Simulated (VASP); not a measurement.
Wanted: the native input for a VASP 6.6.1 run.

* Task: single point
* Functional: PBE
* Dispersion: D3(BJ)
* Potentials or basis: VASP PAW PBE potentials, release 64 (O, H, C)
* Cutoff: 520 eV
* k mesh: 1 × 1 × 1
* Occupations: fermi-dirac, width 0.02 eV
* Spin: no spin polarisation
* Dipole correction: no
* Further INCAR settings: LREAL = Auto; ALGO = Normal; EDIFF = 1e-06; NBANDS = 48

The structure of H12CO8 lies in POSCAR:

```
H12CO8
1.0
    6.2658270000      0.0000000000      0.0000000000
    0.0000000000      6.2658270000      0.0000000000
    0.0000000000      0.0000000000      6.2658270000
O H C
8 12 1
Direct
    0.2837988133      0.0683933783      0.8396065549
    0.4527782220      0.4275030151      0.4174915344
    1.1018339665      0.1939169864      0.2264155792
    0.2696766372      0.7100253117      0.1094269544
    0.9160502088      0.6422602841      0.8922533038
    0.9784290213      0.8854981183      0.5471460370
    0.7436154719      0.2243741905      0.8289041749
    0.6464633277      0.0524370007      1.1456381105
    0.2071728397      0.1221054171      0.9672667620
    0.1719508449      0.0285445755      0.7375183359
    0.4265891211      0.4516359662      0.5690974674
    0.5777077414      0.3353502951      0.4152039510
    1.2106786523      0.2830461209      0.2953143981
    1.0954156784      0.0654326194      0.3154153143
    0.3392446757      0.8200907759      0.0225166812
    0.3751497598      0.6394898191      0.1996981039
    0.8984722776      0.4903825138      0.8638628066
    1.0457208293      0.6508551268      0.9849531279
    0.8337498250      0.9224499232      0.5049362446
    0.9565040412      0.7821102651      0.6683474009
    0.6950061449      0.1384884966      0.9877456569
```

One way to write it, as run:

INCAR

```
SYSTEM = H12CO8
PREC     = Accurate       ! precision mode
ENCUT    = 520            ! plane-wave cutoff, eV
EDIFF    = 1E-6           ! SCF threshold, eV
ISMEAR   = -1             ! smearing method
SIGMA    = 0.02           ! smearing width, eV
LREAL    = Auto         
LASPH    = .True.         ! aspherical terms in the spheres
NELM     = 60             ! most SCF steps
ALGO     = Normal         ! electronic algorithm
ISIF     = 2              ! what is computed and relaxed
LWAVE    = .False.        ! write WAVECAR
LCHARG   = .False.        ! write CHGCAR
GGA      = PE             ! functional
IVDW     = 12             ! dispersion correction
NBANDS   = 48             ! bands
```

KPOINTS

```
regular mesh
0
Gamma
  1 1 1
  0 0 0
```

Potentials or basis: VASP PAW PBE potentials, release 64 (O, H, C).

Launch:

```sh
$ cat potpaw_PBE.64/O/POTCAR potpaw_PBE.64/H/POTCAR potpaw_PBE.64/C/POTCAR > POTCAR
$ mpirun -np 1 vasp_gam > vasp.out
```

Results of the run:

```json
{"Pressure": "0.2 GPa", "Largest force": "0.631 eV/Å", "Band gap on the k mesh": "4.63 eV", "Dispersion energy per atom": "-0.035 eV"}
```

Caveat: the k points lie up to 1.00 Å⁻¹ apart.

It took 23 s on 1 thread of Intel Xeon 6975P-C (shared host), peak memory 0.31 GiB.
